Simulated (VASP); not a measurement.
# AgCl (Cmcm) in VASP: a series of runs, part 2 of 2

VASP 6.6.1. Earlier steps stand in the parts before.

### 3 Single point, PBE (20.80 Å³/atom)

This run uses another cell than the first one, of 20.80 Å³/atom.

The input, INCAR:

```
  PREC = Accurate
  ENCUT = 520
  EDIFF = 1E-6
  ISMEAR = -1
  SIGMA = 0.03
  LREAL = False
  LASPH = True
  NELM = 80
  ALGO = Normal
  ISIF = 2
  LWAVE = False
  LCHARG = False
  GGA = PE
  NBANDS = 26
```

The input, KPOINTS:

```
Automatic mesh
0
Gamma
  9 9 8
```

The input, POSCAR:

```
AgCl
1.0
    1.8833001946     -5.5933949522      0.0000000000
    1.8833001946      5.5933949522      0.0000000000
    0.0000000000      0.0000000000      3.9500251097
Ag Cl
2 2
Direct
    0.3965554000      0.6034446000      0.7500000000
    0.6034446000      0.3965554000      0.2500000000
    0.8654487300      0.1345512700      0.2500000000
    0.1345512700      0.8654487300      0.7500000000
```

Potentials or basis: VASP PAW PBE potentials, release 64 (Ag, Cl).

Started as:

```bash
$ cat potpaw_PBE.64/Ag/POTCAR potpaw_PBE.64/Cl/POTCAR > POTCAR
$ mpirun -np 1 vasp_std > vasp.out
```

OUTCAR:

```text
PREC = Accurate
   ENCUT = 520
   EDIFF = 1E-6
   ISMEAR = -1
   LREAL = False
   LASPH = True
   NELM = 80
   ISIF = 2
   GGA = PE

 ion  position               nearest neighbor table
   1  0.397  0.603  0.750-   3 2.75   3 2.75   3 2.75   3 2.75   4 2.93   2 3.04   2 3.04
   2  0.603  0.397  0.250-   4 2.75   4 2.75   4 2.75   4 2.75   3 2.93   1 3.04   1 3.04
   3  0.865  0.135  0.250-   1 2.75   1 2.75   1 2.75   1 2.75   2 2.93
   4  0.135  0.865  0.750-   2 2.75   2 2.75   2 2.75   2 2.75   1 2.93

  LATTYP: Found a base centered orthorhombic cell.
 ALAT       =     3.7666003892
 B/A-ratio  =     2.9699964818
 C/A-ratio  =     1.0486976853

  Lattice vectors:

 A1 = (   1.8833001946,  -5.5933949522,   0.0000000000)
 A2 = (   1.8833001946,   5.5933949522,   0.0000000000)
 A3 = (   0.0000000000,   0.0000000000,   3.9500251097)

Analysis of symmetry for initial positions (statically):
=====================================================================
 Subroutine PRICEL returns:
 Original cell was already a primitive cell.

[... 173 lines left out ...]
  energy without entropy =      -10.65843232  energy(sigma->0) =      -10.65843321

 E-fermi :   4.2604     XC(G=0): -10.1477

 val. band max:        3.9785147519   @ k =   0.2222   0.2222   0.0000
 cond. band min:       4.4674840082   @ k =   0.0000   0.0000   0.0000
 fundamental gap:      0.4889692563
 Fermi energy:         4.2603636691

 k-point     1 :       0.0000    0.0000    0.0000
  band No.  band energies     occupation
      1     -11.0401      2.00000
      2     -10.4668      2.00000
      3      -0.3761      2.00000
      4       0.6523      2.00000
      5       0.8539      2.00000
      6       0.9736      2.00000
[... 685 lines left out ...]
     25      14.3948      0.00000
     26      15.4114      0.00000

 [... further k-points ...]

------------------------ aborting loop because EDIFF is reached ----------------------------------------

  FORCE on cell =-STRESS in cart. coord.  units (eV):
  Direction    XX          YY          ZZ          XY          YZ          ZX
  --------------------------------------------------------------------------------------
  -------------------------------------------------------------------------------------
  Total        0.1868722      0.4496817      0.1679960      0.0000000     -0.0000000      0.0000000
  in kB        3.5977455      8.6574674      3.2343314      0.0000000     -0.0000000      0.0000000
  external PRESSURE =       5.1631814 kB  Pullay stress =       0.0000000 kB

 VOLUME and BASIS-vectors are now :
 -----------------------------------------------------------------------------
  energy-cutoff  :      520.00
  volume of cell :       83.22
      direct lattice vectors                 reciprocal lattice vectors
     1.883300195 -5.593394952  0.000000000     0.265491397 -0.089391149  0.000000000
     1.883300195  5.593394952  0.000000000     0.265491397  0.089391149  0.000000000
     0.000000000  0.000000000  3.950025110     0.000000000  0.000000000  0.253162948

 POSITION                                       TOTAL-FORCE (eV/Angst)
 -----------------------------------------------------------------------------------
      1.88330      1.15721      2.96252         0.000000      0.024602      0.000000
      1.88330     -1.15721      0.98751         0.000000     -0.024602      0.000000
      1.88330     -4.08820      0.98751         0.000000     -0.013038     -0.000000
      1.88330      4.08820      2.96252         0.000000      0.013038     -0.000000
 -----------------------------------------------------------------------------------
    total drift:                                0.000000     -0.000000      0.000000

  FREE ENERGIE OF THE ION-ELECTRON SYSTEM (eV)
  ---------------------------------------------------
  free  energy   TOTEN  =       -10.6584341016 eV

  energy  without entropy=      -10.6584323188  energy(sigma->0) =      -10.65843321
```

stdout:

```text
POSCAR found type information on POSCAR AgCl
 POSCAR found :  2 types and       4 ions
 scaLAPACK will be used
 LDA part: xc-table for (Slater+PW92), standard interpolation
 POSCAR, INCAR and KPOINTS ok, starting setup
 FFT: planning ... GRIDC
 FFT: planning ... GRID_SOFT
 FFT: planning ... GRID
 WAVECAR not read
 entering main loop
```

Wall time 7.7 min (1 thread of AMD EPYC 7R13, shared host); peak memory 0.36 GiB.

Results:

```
Free energy            : -10.6584 eV
Pressure               : 0.5 GPa
Largest force          : 0.025 eV/Å
Band gap on the k mesh : 0.49 eV (least direct gap 1.92 eV)
```

Forces on the atoms (eV/Å):
```
Ag   0.000  0.025  0.000
Ag   0.000 -0.025  0.000
Cl   0.000 -0.013  0.000
Cl   0.000  0.013  0.000
```

Caveat: an odd mesh through Γ misses points on the zone boundary, where band edges can lie.

### 4 Single point, PBE (21.62 Å³/atom)

This run uses another cell than the first one, of 21.62 Å³/atom.

The input, INCAR:

```
ALGO     = Normal         # electronic algorithm
EDIFF    = 1E-6           # SCF threshold, eV
ENCUT    = 520            # plane-wave cutoff, eV
GGA      = PE             # functional
ISIF     = 2              # what is computed and relaxed
ISMEAR   = -1             # smearing method
LASPH    = True           # aspherical terms in the spheres
LCHARG   = False          # write CHGCAR
LREAL    = False          # projectors in reciprocal space
LWAVE    = False          # write WAVECAR
NBANDS   = 26             # bands
NELM     = 60             # most SCF steps
PREC     = Accurate       # precision mode
SIGMA    = 0.03           # smearing width, eV
```

The input, KPOINTS:

```
k-points
0
Gamma
  9 9 8
```

The input, POSCAR:

```
AgCl
1.0
    1.9076035228     -5.6655757514      0.0000000000
    1.9076035228      5.6655757514      0.0000000000
    0.0000000000      0.0000000000      4.0009987977
Ag Cl
2 2
Direct
    0.3965554000      0.6034446000      0.7500000000
    0.6034446000      0.3965554000      0.2500000000
    0.8654487300      0.1345512700      0.2500000000
    0.1345512700      0.8654487300      0.7500000000
```

Started as:

```bash
$ cat potpaw_PBE.64/Ag/POTCAR potpaw_PBE.64/Cl/POTCAR > POTCAR
$ mpirun -np 1 vasp_std > vasp.out
```

It took 7.6 min on 1 thread of AMD EPYC 7R13, shared host; peak memory 0.37 GiB.

It converged, with:

- Free energy: -10.6520 eV
- Pressure: -1.2 GPa
- Largest force: 0.046 eV/Å
- Band gap on the k mesh: 0.50 eV (least direct gap 1.85 eV)

Forces on the atoms (eV/Å):
```
Ag   0.000  0.046  0.000
Ag   0.000 -0.046  0.000
Cl   0.000 -0.041  0.000
Cl   0.000  0.041  0.000
```

Stress tensor (GPa, compression positive):
```
-1.55  0.00  0.00
 0.00 -0.46  0.00
 0.00  0.00 -1.62
```

Levels at points of the mesh, in eV from the valence-band top:
```csv
k point,band 14,band 15,band 16,band 17,band 18,band 19,band 20,band 21,band 22,band 23
"(0.00, 0.00, 0.00)",-2.05,-2.01,-1.57,-1.52,-1.35,0.50,3.20,7.57,8.52,10.05
"(0.00, 0.00, 0.50)",-2.12,-1.18,-1.18,-0.08,-0.08,4.26,4.26,6.83,6.83,8.20
```

Caveat: an odd mesh through Γ misses points on the zone boundary, where band edges can lie.

### 5 Summary

| cell | gap on the mesh (eV) | pressure (GPa) | largest force (eV/Å) |
| --- | --- | --- | --- |
| a = 5.844, b = 5.844, c = 3.911 Å, angles 90.0, 90.0, 142.8°, 4 atoms | 0.49 | 2.1 | 0.01 |
| a = 5.902, b = 5.902, c = 3.950 Å, angles 90.0, 90.0, 142.8°, 4 atoms | 0.49 | 0.5 | 0.02 |
| a = 5.978, b = 5.978, c = 4.001 Å, angles 90.0, 90.0, 142.8°, 4 atoms | 0.50 | -1.2 | 0.05 |

Alike in all rows: task single point; level PBE; potentials or basis VASP PAW PBE potentials, release 64 (Ag, Cl); no spin polarisation; k mesh 9 × 9 × 8; cutoff (eV) 520; smearing fermi-dirac 0.03 eV.

Caveats: an odd mesh through Γ misses points on the zone boundary, where band edges can lie.

Total energies depend on the potentials used, so only differences within one code and one set of settings carry meaning.
